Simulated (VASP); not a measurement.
Write the native input for VASP 6.6.1 that does the following.

- Task: single point
- Functional: PBE
- Potentials or basis: VASP PAW PBE potentials, release 64 (Co_sv, O)
- Cutoff: 700 eV
- k mesh: 10 × 10 × 10
- Occupations: gaussian, width 0.02 eV
- Spin: collinear spin, ferromagnetic start
- Starting moments: [2.88, 0.32] μB
- Hubbard terms: Co d U = 3.32 eV
- Dipole correction: no
- Further INCAR settings: ALGO = Normal; EDIFF = 1e-06; NBANDS = 22

The structure of CoO lies in POSCAR:

```
CoO
1.0
    2.6612513074      0.0000000000      0.0000000000
    0.0000000000      2.6612513074      0.0000000000
    0.0000000000      0.0000000000      2.6612513074
Co O
1 1
Direct
    0.0000000000      0.0000000000      0.0000000000
    0.5000000000      0.5000000000      0.5000000000
```

One way to write it, as run:

INCAR

```
PREC = Accurate
ENCUT = 700
EDIFF = 1E-6
ISMEAR = 0
SIGMA = 0.02
LREAL = False
LASPH = True
NELM = 200
ALGO = Normal
ISIF = 2
LWAVE = False
LCHARG = False
ISPIN = 2
MAGMOM = 2.88 0.32
LORBIT = 11
LMAXMIX = 4
LDAU = True
LDAUTYPE = 2
LDAUL = 2 -1
LDAUU = 3.32 0
LDAUJ = 0 0
LDAUPRINT = 1
GGA = PE
NBANDS = 22
GGA_COMPAT = False
```

KPOINTS

```
regular mesh
0
Gamma
  10 10 10
```

Potentials or basis: VASP PAW PBE potentials, release 64 (Co_sv, O).

Launch:

```sh
$ cat potpaw_PBE.64/Co_sv/POTCAR potpaw_PBE.64/O/POTCAR > POTCAR
$ mpirun -np 1 vasp_std > vasp.out
```

It gave:

The pressure is -2.7 GPa. The band gap on the k mesh is 0.94 eV (least direct gap 1.77 eV) and the net moment is 3.00 μB per cell. The site moments are Co +2.63; O +0.26 μB. The valence electrons inside the program's atomic spheres are Co 14.87; O 4.95.

Caveat: a cell with one magnetic atom can't hold antiferromagnetic order, which such compounds often take.

Wall time 43 s on 1 thread of Intel(R) Xeon(R) Platinum 8259CL CPU @ 2.50GHz (Skylake/Cascade Lake), with other jobs on the host, peak memory 0.18 GiB.
